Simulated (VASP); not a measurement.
Wanted: the native input for a VASP 6.6.1 run.

* Task: single point
* Functional: PBE
* Potentials or basis: VASP PAW PBE potentials, release 64 (As, Se)
* Cutoff: 520 eV
* k mesh: 8 × 8 × 8
* Occupations: gaussian, width 0.1 eV
* Spin: no spin polarisation
* Dipole correction: no
* Further INCAR settings: ALGO = Normal; EDIFF = 1e-07; NBANDS = 25

The structure of As2Se lies in POSCAR:

```
As2Se
1.0
   -3.5399917821      3.5399917821      2.6394969446
    3.5399917821     -3.5399917821      2.6394969446
    3.5399917821      3.5399917821     -2.6394969446
As Se
4 2
Direct
    0.8750000000      0.1250000000      0.7500000000
    0.3750000000      0.1250000000      0.2500000000
    0.8750000000      0.6250000000      0.7500000000
    0.8750000000      0.1250000000      0.2500000000
    0.5000000000      0.5000000000      0.0000000000
    0.2500000000      0.7500000000      0.5000000000
```

These files were run (other wordings do the same):

INCAR

```
PREC     = Accurate       # precision mode
ENCUT    = 520            # plane-wave cutoff, eV
EDIFF    = 1E-7           # SCF threshold, eV
ISMEAR   = 0              # smearing method
SIGMA    = 0.1            # smearing width, eV
LREAL    = False          # projectors in reciprocal space
LASPH    = True           # aspherical terms in the spheres
NELM     = 60             # most SCF steps
ALGO     = Normal         # electronic algorithm
ISIF     = 2              # what is computed and relaxed
LWAVE    = False          # write WAVECAR
LCHARG   = False          # write CHGCAR
GGA      = PE             # functional
NBANDS   = 25             # bands
```

KPOINTS

```
Automatic mesh
0
Gamma
  8 8 8
```

Potentials or basis: VASP PAW PBE potentials, release 64 (As, Se).

Launch:

```console
$ cat potpaw_PBE.64/As/POTCAR potpaw_PBE.64/Se/POTCAR > POTCAR
$ mpirun -np 1 vasp_std > vasp.out
```

Results of the run:

```
Pressure               : 0.1 GPa
Band gap on the k mesh : zero (band 16 reaches 5.04 eV, above the bottom of band 17 at 4.63 eV)
```

Wall time 110 s on 1 thread of Intel(R) Xeon(R) 6975P-C (Granite Rapids), with other jobs on the host, peak memory 0.34 GiB.
